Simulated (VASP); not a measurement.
A run of VASP 6.6.1 is set up as follows.

Contents of INCAR:

```
PREC = Accurate
ENCUT = 520
EDIFF = 1E-6
ISMEAR = 0
SIGMA = 0.15
LREAL = False
LASPH = True
NELM = 80
ALGO = Fast
ISIF = 2
LWAVE = False
LCHARG = False
GGA = PE
NBANDS = 12
```

Contents of KPOINTS:

```
regular mesh
0
Gamma
  22 22 22
```

File POSCAR:

```
In
1.0
   -1.6261500000      1.6261500000      2.4739500000
    1.6261500000     -1.6261500000      2.4739500000
    1.6261500000      1.6261500000     -2.4739500000
In
1
Direct
    0.0000000000      0.0000000000      0.0000000000
```

Potentials or basis: VASP PAW PBE potentials, release 64 (In_d).

Launch:

```console
$ cat potpaw_PBE.64/In_d/POTCAR > POTCAR
$ mpirun -np 1 vasp_std > vasp.out
```

Question: Estimate the pressure.

Answer: 1.9 GPa.
